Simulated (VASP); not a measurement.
# BiSb2O2 (P4/mmm) in VASP: notebook, part 2 of 2

VASP 6.6.1. Earlier steps stand in the parts before.

## Step 3: Single point, PBE

This run uses another cell than the first one, of 31.12 Å³/atom.

INCAR reads:

```
PREC = Accurate
ENCUT = 520
EDIFF = 1E-7
ISMEAR = 0
SIGMA = 0.1
LREAL = False
LASPH = True
NELM = 60
ALGO = Normal
ISIF = 2
LWAVE = False
LCHARG = False
GGA = PE
NBANDS = 26
```

KPOINTS reads:

```
regular mesh
0
Gamma
  10 10 4
```

POSCAR reads:

```
BiSb2O2
1.0
    4.1666552984      0.0000000000      0.0000000000
    0.0000000000      4.1666552984      0.0000000000
    0.0000000000      0.0000000000      8.9625696519
Sb Bi O
2 1 2
Direct
    0.0000000000      0.0000000000      0.3498885680
    0.0000000000      0.0000000000      0.6501114320
    0.5000000000      0.5000000000      0.0000000000
    0.0000000000      0.5000000000      0.0000000000
    0.5000000000      0.0000000000      0.0000000000
```

Potentials or basis: VASP PAW PBE potentials, release 64 (Sb, Bi_d, O).

Launch:

```sh
> cat potpaw_PBE.64/Sb/POTCAR potpaw_PBE.64/Bi_d/POTCAR potpaw_PBE.64/O/POTCAR > POTCAR
> mpirun -np 1 vasp_std > vasp.out
```

OUTCAR:

```text
PREC = Accurate
   ENCUT = 520
   EDIFF = 1E-7
   ISMEAR = 0
   LREAL = False
   LASPH = True
   NELM = 60
   ISIF = 2
   GGA = PE

 ion  position               nearest neighbor table
   1  0.000  0.000  0.350-   2 2.69
   2  0.000  0.000  0.650-   1 2.69
   3  0.500  0.500  0.000-   4 2.08   5 2.08   5 2.08   4 2.08
   4  0.000  0.500  0.000-   3 2.08   3 2.08
   5  0.500  0.000  0.000-   3 2.08   3 2.08

  LATTYP: Found a simple tetragonal cell.
 ALAT       =     4.1666552984
 C/A-ratio  =     2.1510225853

  Lattice vectors:

 A1 = (   4.1666552984,   0.0000000000,   0.0000000000)
 A2 = (   0.0000000000,   4.1666552984,   0.0000000000)
 A3 = (   0.0000000000,   0.0000000000,   8.9625696519)

Analysis of symmetry for initial positions (statically):
=====================================================================
 Subroutine PRICEL returns:
 Original cell was already a primitive cell.

 Routine SETGRP: Setting up the symmetry group for a
 simple tetragonal supercell.

 Subroutine GETGRP returns: Found 16 space group operations
 (whereof 16 operations were pure point group operations)
 out of a pool of 16 trial point group operations.

The static configuration has the point symmetry D_4h.

Analysis of symmetry for dynamics (positions and initial velocities):
=====================================================================
 Subroutine PRICEL returns:
 Original cell was already a primitive cell.

 Routine SETGRP: Setting up the symmetry group for a
 simple tetragonal supercell.

 Subroutine GETGRP returns: Found 16 space group operations
 (whereof 16 operations were pure point group operations)
 out of a pool of 16 trial point group operations.

The dynamic configuration has the point symmetry D_4h.

[... 120 lines left out ...]
   EFERMI_NEDOS =   21; number of points for ismear=-14 and -15
   IALGO  =     38    algorithm
   IMIX   =      4    mixing-type and parameters
     AMIX     =   0.40;   BMIX     =  1.00
     AMIX_MAG =   1.60;   BMIX_MAG =  1.00
  volume/ion in A,a.u.               =      31.12       210.01
  Fermi-wavevector in a.u.,A,eV,Ry     =   1.014237  1.916630 13.996000  1.028677
  Thomas-Fermi vector in A             =   2.147453
   LORBIT       =      0    0 simple, 1 ext, 2 COOP (PROOUT), +10 PAW based schemes
   GGA     = PE    functional components
   LHFCALC =     F    Hartree Fock is set to
   AEXX    =    0.0000 exact exchange contribution
   IVDW    =     0    specifies the selected vdW correction
   LEPSILON=     F    determine dielectric tensor
   LRPA    =     F    only Hartree local field effects (RPA)
 non-spin polarized calculation
 Gauss-broadening in eV      SIGMA  =   0.10
  energy-cutoff  :      520.00
  volume of cell :      155.60
 maximum number of plane-waves:      4218
 NGX is ok and might be reduce to    32
   NGX = 15   NGY = 15   NGZ = 33

 number of electron      36.9999997 magnetization

 Free energy of the ion-electron system (eV)
  ---------------------------------------------------
  ext. energy  EPLUGINS =         0.00000000
  ---------------------------------------------------
  free energy    TOTEN  =       -21.07956005 eV

  energy without entropy =      -21.06436006  energy(sigma->0) =      -21.07196005

 E-fermi :   2.6101     XC(G=0):  -8.1281

 val. band max:        2.5689687676   @ k =   0.1000   0.1000   0.0000
 cond. band min:       2.6121617931   @ k =   0.2000   0.1000   0.5000
 fundamental gap:      0.0431930255
 Fermi energy:         2.6101243541

 k-point     1 :       0.0000    0.0000    0.0000
  band No.  band energies     occupation
      1     -20.7399      2.00000
      2     -20.6616      2.00000
      3     -20.2719      2.00000
      4     -20.2719      2.00000
      5     -19.9666      2.00000
      6     -15.7633      2.00000
[... 685 lines left out ...]
     25       9.4273      0.00000
     26       9.6028      0.00000

 [... further k-points ...]

------------------------ aborting loop because EDIFF is reached ----------------------------------------

  FORCE on cell =-STRESS in cart. coord.  units (eV):
  Direction    XX          YY          ZZ          XY          YZ          ZX
  --------------------------------------------------------------------------------------
  -------------------------------------------------------------------------------------
  Total        0.1858318      0.1858318      0.0298402      0.0000000      0.0000000      0.0000000
  in kB        1.9134755      1.9134755      0.3072586      0.0000000      0.0000000      0.0000000
  external PRESSURE =       1.3780699 kB  Pullay stress =       0.0000000 kB

 VOLUME and BASIS-vectors are now :
 -----------------------------------------------------------------------------
  energy-cutoff  :      520.00
  volume of cell :      155.60
      direct lattice vectors                 reciprocal lattice vectors
     4.166655298  0.000000000  0.000000000     0.240000655  0.000000000  0.000000000
     0.000000000  4.166655298  0.000000000     0.000000000  0.240000655  0.000000000
     0.000000000  0.000000000  8.962569652     0.000000000  0.000000000  0.111575144

 POSITION                                       TOTAL-FORCE (eV/Angst)
 -----------------------------------------------------------------------------------
      0.00000      0.00000      3.13590        -0.000000     -0.000000     -0.028281
      0.00000      0.00000      5.82667         0.000000      0.000000      0.028281
      2.08333      2.08333      0.00000         0.000000      0.000000      0.000000
      0.00000      2.08333      0.00000         0.000000      0.000000      0.000000
      2.08333      0.00000      0.00000         0.000000      0.000000      0.000000
 -----------------------------------------------------------------------------------
    total drift:                                0.000000     -0.000000     -0.000000

  FREE ENERGIE OF THE ION-ELECTRON SYSTEM (eV)
  ---------------------------------------------------
  free  energy   TOTEN  =       -21.0795600494 eV

  energy  without entropy=      -21.0643600595  energy(sigma->0) =      -21.07196005
```

OSZICAR:

```text
N       E                     dE             d eps       ncg     rms          rms(c)
DAV:   1     0.335321581450E+03    0.33532E+03   -0.16253E+04  3276   0.127E+03
DAV:   2     0.167960176294E+02   -0.31853E+03   -0.30800E+03  3946   0.319E+02
DAV:   3    -0.257220369807E+02   -0.42518E+02   -0.41810E+02  3958   0.129E+02
DAV:   4    -0.272521994220E+02   -0.15302E+01   -0.15218E+01  3920   0.287E+01
DAV:   5    -0.273048392368E+02   -0.52640E-01   -0.52613E-01  4856   0.483E+00    0.144E+01
DAV:   6    -0.228187247100E+02    0.44861E+01   -0.42554E+01  4830   0.544E+01    0.117E+01
DAV:   7    -0.213355981829E+02    0.14831E+01   -0.19991E+01  4076   0.168E+01    0.299E+00
DAV:   8    -0.212201583089E+02    0.11544E+00   -0.10438E+00  3630   0.540E+00    0.223E+00
DAV:   9    -0.210953063649E+02    0.12485E+00   -0.40023E-01  4594   0.539E+00    0.109E+00
DAV:  10    -0.210799248644E+02    0.15382E-01   -0.10274E-01  4654   0.252E+00    0.305E-01
DAV:  11    -0.210794476702E+02    0.47719E-03   -0.92071E-03  3580   0.587E-01    0.141E-01
DAV:  12    -0.210796557709E+02   -0.20810E-03   -0.24216E-03  4178   0.246E-01    0.915E-02
DAV:  13    -0.210795575366E+02    0.98234E-04   -0.74358E-04  4700   0.218E-01    0.147E-02
DAV:  14    -0.210795597190E+02   -0.21825E-05   -0.77135E-05  3960   0.731E-02    0.132E-02
DAV:  15    -0.210795592888E+02    0.43017E-06   -0.11429E-05  4236   0.193E-02    0.361E-03
DAV:  16    -0.210795599945E+02   -0.70571E-06   -0.97141E-07  3618   0.671E-03    0.126E-03
DAV:  17    -0.210795600494E+02   -0.54894E-07   -0.30648E-07  3388   0.397E-03
   1 F= -.21079560E+02 E0= -.21071960E+02  d E =-.152000E-01
```

stdout:

```text
POSCAR found type information on POSCAR SbBiO
 POSCAR found :  3 types and       5 ions
 scaLAPACK will be used
 LDA part: xc-table for (Slater+PW92), standard interpolation
 POSCAR, INCAR and KPOINTS ok, starting setup
 FFT: planning ... GRIDC
 FFT: planning ... GRID_SOFT
 FFT: planning ... GRID
 WAVECAR not read
 entering main loop
```

Run time: 4.2 min. Hardware: 1 thread of Intel Xeon Platinum 8259CL at 2.50GHz (Skylake/Cascade Lake), shared host; peak memory 0.42 GiB.

What came out:

```
Free energy            : -21.0796 eV
Pressure               : 0.1 GPa
Largest force          : 0.028 eV/Å
Band gap on the k mesh : zero (an odd number of electrons rules out a gap without spin polarisation)
```

Forces on the atoms (eV/Å):
```
Sb   0.000  0.000 -0.028
Sb   0.000  0.000  0.028
Bi   0.000  0.000  0.000
O    0.000  0.000  0.000
O    0.000  0.000  0.000
```

Levels at points of the mesh, in eV from the Fermi level:
```tsv
k point	band 15	band 16	band 17	band 18	band 19	band 20	band 21	band 22
(0.00, 0.00, 0.00)	-1.84	-1.53	-1.53	0.29	0.29	2.09	2.09	2.49
(0.50, 0.00, 0.00)	-2.10	-1.60	-1.12	-0.40	0.68	0.69	2.12	2.50
(0.50, 0.50, 0.00)	-1.93	-1.76	-0.75	-0.54	0.05	0.19	0.19	2.12
(0.00, 0.00, 0.50)	-1.52	-1.52	-1.16	0.26	0.26	2.14	2.14	2.65
(0.50, 0.00, 0.50)	-2.08	-1.60	-0.90	-0.73	0.65	0.82	1.75	2.54
(0.50, 0.50, 0.50)	-1.52	-1.52	-1.07	-0.54	-0.12	-0.12	0.02	2.18
```

Caveat: spin-orbit coupling is left out, which moves the levels of the heavy elements; an odd number of electrons without spin polarisation forces a metal; a magnetic or distorted state may lie lower.

## Step 4: Relaxation of cell and atoms, PBE

This run uses another cell than the first one, of 30.69 Å³/atom.

INCAR reads:

```
SYSTEM = BiSb2O2
  PREC = Accurate
  ENCUT = 600
  EDIFF = 1E-6
  ISMEAR = 0
  SIGMA = 0.1
  LREAL = .FALSE.
  LASPH = .TRUE.
  NELM = 100
  ALGO = Normal
  ISIF = 3
  LWAVE = .FALSE.
  LCHARG = .FALSE.
  GGA = PE
  IBRION = 2
  NSW = 100
  EDIFFG = -0.01
```

KPOINTS reads:

```
Automatic mesh
0
G
  10 10 4
  0 0 0
```

POSCAR reads:

```
BiSb2O2
1.0
    4.1770689155      0.0000000000      0.0000000000
    0.0000000000      4.1770689155      0.0000000000
    0.0000000000      0.0000000000      8.7939952388
Sb Bi O
2 1 2
Direct
    0.0000000000      0.0000000000      0.3459426968
    0.0000000000      0.0000000000      0.6540573032
    0.5000000000      0.5000000000      0.0000000000
    0.0000000000      0.5000000000      0.0000000000
    0.5000000000      0.0000000000      0.0000000000
```

Launch:

```sh
> cat potpaw_PBE.64/Sb/POTCAR potpaw_PBE.64/Bi_d/POTCAR potpaw_PBE.64/O/POTCAR > POTCAR
> mpirun -np 1 vasp_std > vasp.out
```

Run time: 11 min. Hardware: 1 thread of Intel Xeon Platinum 8259CL at 2.50GHz (Skylake/Cascade Lake), shared host; peak memory 0.5 GiB.

The run converged. Its results:

```
Free energy                  : -21.0832 eV
Energy gained by relaxing    : 0.2 meV/atom
Ionic steps                  : 4
Pressure after relaxing      : 0.0 GPa
Largest force after relaxing : 0.003 eV/Å
Band gap on the k mesh       : zero (an odd number of electrons rules out a gap without spin polarisation)
```

Forces on the atoms (eV/Å):
```
Sb   0.000  0.000  0.003
Sb   0.000  0.000 -0.003
Bi   0.000  0.000  0.000
O    0.000  0.000  0.000
O    0.000  0.000  0.000
```

The path:
```
step  energy change (eV)  largest force (eV/Å)  pressure (GPa)  volume (Å³)
   1              0.0000                0.1205           -0.09       153.44
   2             -0.0010                0.0009            0.12       153.04
   3             -0.0010                0.0071            0.11       153.06
   4             -0.0012                0.0032            0.02       153.44
```

Final structure:
```cif
data_structure
_symmetry_space_group_name_H-M 'P 1'
_symmetry_Int_Tables_number 1
_cell_length_a 4.1825
_cell_length_b 4.1825
_cell_length_c 8.7712
_cell_angle_alpha 90.000
_cell_angle_beta 90.000
_cell_angle_gamma 90.000
_cell_volume 153.44
loop_
_atom_site_label
_atom_site_type_symbol
_atom_site_fract_x
_atom_site_fract_y
_atom_site_fract_z
_atom_site_occupancy
Sb1 Sb 0.00000 0.00000 0.34671 1
Sb2 Sb 0.00000 0.00000 0.65329 1
Bi1 Bi 0.50000 0.50000 0.00000 1
O1 O 0.00000 0.50000 0.00000 1
O2 O 0.50000 0.00000 0.00000 1
```

Levels at points of the mesh, in eV from the Fermi level:
```tsv
k point	band 14	band 15	band 16	band 17	band 18	band 19	band 20	band 21	band 22
(0.00, 0.00, 0.00)	-1.86	-1.79	-1.53	-1.53	0.27	0.27	2.05	2.05	2.49
(0.50, 0.00, 0.00)	-2.48	-2.09	-1.62	-1.04	-0.33	0.64	0.65	2.15	2.47
(0.50, 0.50, 0.00)	-1.93	-1.93	-1.77	-0.67	-0.55	0.00	0.26	0.26	2.04
(0.00, 0.00, 0.50)	-1.86	-1.52	-1.52	-1.02	0.22	0.22	2.12	2.12	2.58
(0.50, 0.00, 0.50)	-2.26	-1.99	-1.61	-0.81	-0.71	0.61	0.78	1.74	2.52
(0.50, 0.50, 0.50)	-1.77	-1.45	-1.45	-1.06	-0.55	-0.12	-0.12	-0.03	2.10
```

Caveat: spin-orbit coupling is left out, which moves the levels of the heavy elements; an odd number of electrons without spin polarisation forces a metal; a magnetic or distorted state may lie lower.

## Step 5: The runs side by side

| task | cell | k mesh | cutoff (eV) | gap on the mesh (eV) | pressure (GPa) | relaxed volume (Å³/atom) | largest force (eV/Å) |
| --- | --- | --- | --- | --- | --- | --- | --- |
| relaxation of cell and atoms | relaxed from a = 3.766, b = 3.766, c = 7.774 Å, 5 atoms, atomic positions A | 4 × 4 × 2 | 600 | none | -0.1 | 24.66 | 0.01 |
| single point | a = 4.167, b = 4.167, c = 8.963 Å, 5 atoms, atomic positions B | 10 × 10 × 4 | 520 | none | 0.1 | - | 0.03 |
| relaxation of cell and atoms | relaxed from a = 4.177, b = 4.177, c = 8.794 Å, 5 atoms, atomic positions C | 10 × 10 × 4 | 600 | none | 0.0 | 30.69 | - |

Alike in all rows: level PBE; potentials or basis VASP PAW PBE potentials, release 64 (Sb, Bi_d, O); no spin polarisation; smearing gaussian 0.1 eV.

Caveats: some runs use coarse meshes; spin-orbit coupling is left out, which moves the levels of the heavy elements; an odd number of electrons without spin polarisation forces a metal; a magnetic or distorted state may lie lower; a cell axis changed by over 15 % at a fixed basis, so the end point is rough (at least some runs).

Total energies depend on the potentials used, so only differences within one code and one set of settings carry meaning.
